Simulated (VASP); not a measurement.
The system is TaSi2.

```xyz
3
Lattice="0.0000 2.9050 2.9050 2.9050 0.0000 2.9050 2.9050 2.9050 0.0000" Properties=species:S:1:pos:R:3 pbc="T T T"
Ta    1.4525    1.4525    1.4525
Si    4.3574    4.3574    4.3574
Si    2.9050    2.9050    2.9050
```

| Item | Value |
| --- | --- |
| Program | VASP 6.6.1 |
| Task | relaxation of cell and atoms |
| Functional | PBE |
| Potentials or basis | VASP PAW PBE potentials, release 64 (Ta_pv, Si) |
| Cutoff | 600 eV |
| k mesh | 6 × 6 × 6 |
| Occupations | gaussian, width 0.1 eV |
| Spin | no spin polarisation |

At the start: pressure 7.2 GPa; volume 16.34 Å³/atom.

Problem. How do energy, volume and symmetry change on relaxing?

Solution. Over 3 steps the energy falls by 19.1 meV/atom and the volume is 17.25 Å³/atom (+5.5 %); space group F-43m (No. 216, to 0.05 Å).

Step by step:
```tsv
step	energy change (eV)	largest force (eV/Å)	pressure (GPa)	volume (Å³)
1	0.0000	0.0000	7.23	49.03
2	-0.0097	0.0000	-5.34	54.45
3	-0.0572	0.0000	-0.05	51.74
```

Final structure:
```
Ta Si
1.0
     0.00000    2.95756    2.95756
     2.95756    0.00000    2.95756
     2.95756    2.95756    0.00000
Ta Si
1 2
Cartesian
  1.4788 1.4788 1.4788
  4.4363 4.4363 4.4363
  2.9576 2.9576 2.9576
```
